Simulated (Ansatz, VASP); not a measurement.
Cu: VASP beside Ansatz

Contents of INCAR:

```
SYSTEM = Cu
PREC     = Accurate       ! precision mode
ENCUT    = 520            ! plane-wave cutoff, eV
EDIFF    = 1E-6           ! SCF threshold, eV
ISMEAR   = 0              ! smearing method
SIGMA    = 0.15           ! smearing width, eV
LREAL    = .False.        ! projectors in reciprocal space
LASPH    = .True.         ! aspherical terms in the spheres
NELM     = 80             ! most SCF steps
ALGO     = Fast           ! electronic algorithm
ISIF     = 2              ! what is computed and relaxed
LWAVE    = .False.        ! write WAVECAR
LCHARG   = .False.        ! write CHGCAR
GGA      = PS             ! functional
NBANDS   = 12             ! bands
```

The input KPOINTS:

```
Automatic mesh
0
Gamma
  24 24 24
  0 0 0
```

POSCAR

```
Cu
1.0
   -1.4427933200      1.2985139880      1.3760814500
    1.4427933200     -1.2985139880      1.3760814500
    1.4427933200      1.2985139880     -1.3760814500
Cu
1
Direct
    0.0000000000      0.0000000000      0.0000000000
```

Input for Ansatz:

```yaml
crystal:
  lattice:
    - [-1.44279332, 1.298513988, 1.37608145]
    - [1.44279332, -1.298513988, 1.37608145]
    - [1.44279332, 1.298513988, -1.37608145]
  atoms:
    - { symbol: Cu, position: [0.0, 0.0, 0.0] }
basis:
  ecutwfc: 420
kpoints:
  mp_grid: { grid: [24, 24, 24] }
hamiltonian:
  xc: pbesol
scf:
  occupations: { method: gaussian, width: 0.15 }
output:
  forces: true
  stress: true
  eigenvalues: true
```

Change from the starting cell: strain -0.1000 x Voigt [0, 1, 0, 0, 0, 0], atoms carried along.

Alike in both runs: task single point; functional PBEsol; k mesh 24 × 24 × 24; occupations gaussian, width 0.15 eV; no spin polarisation.

```csv
,VASP,Ansatz
version,VASP 6.6.1,Ansatz 0.2.0
potentials or method,"VASP PAW PBE potentials, release 64 (Cu), cutoff 520 eV","scalar-relativistic, plane waves, PAW"
valence electrons in the cell,11,19
```

```tsv
	VASP	Ansatz	Ansatz less VASP
gap on the k mesh at the Fermi level (eV)	none	none	-
pressure (GPa)	21.7	20.5	-1.17
traceless stress, the component that is largest in VASP (GPa)	-1.41	-1.39	+0.020
```

VASP's potentials were made for PBE, not for PBEsol. A gap of «none» marks a metal or a gap that the smearing closes. With one functional, cell and mesh, what is left measures potentials, basis and numerics. VASP's potentials hold 11 valence electrons a cell and Ansatz's 19, so a difference there can come from the potentials and not from the codes.
